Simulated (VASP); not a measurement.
Here is a VASP 6.6.1 calculation.

File INCAR:

```
  PREC = Accurate
  ENCUT = 520
  EDIFF = 1E-6
  ISMEAR = -1
  SIGMA = 0.1
  LREAL = F
  LASPH = T
  NELM = 80
  ALGO = Normal
  ISIF = 2
  LWAVE = F
  LCHARG = T
  LELF = T
  LVHAR = T
  NBANDS = 26
```

KPOINTS

```
regular mesh
0
Gamma
  6 6 6
```

POSCAR

```
SiAu3
1.0
    0.0000000000      3.1956681743      3.1956681743
    3.1956681743      0.0000000000      3.1956681743
    3.1956681743      3.1956681743      0.0000000000
Si Au
1 3
Direct
    0.0000000000      0.0000000000      0.0000000000
    0.2500000000      0.2500000000      0.2500000000
    0.7500000000      0.7500000000      0.7500000000
    0.5000000000      0.5000000000      0.5000000000
```

Potentials or basis: VASP PAW LDA potentials, release 64 (Si, Au).

Run with:

```console
$ cat potpaw_LDA.64/Si/POTCAR potpaw_LDA.64/Au/POTCAR > POTCAR
$ mpirun -np 1 vasp_std > vasp.out
```

Question: What does it give for the pressure?

Answer: 0.8 GPa.
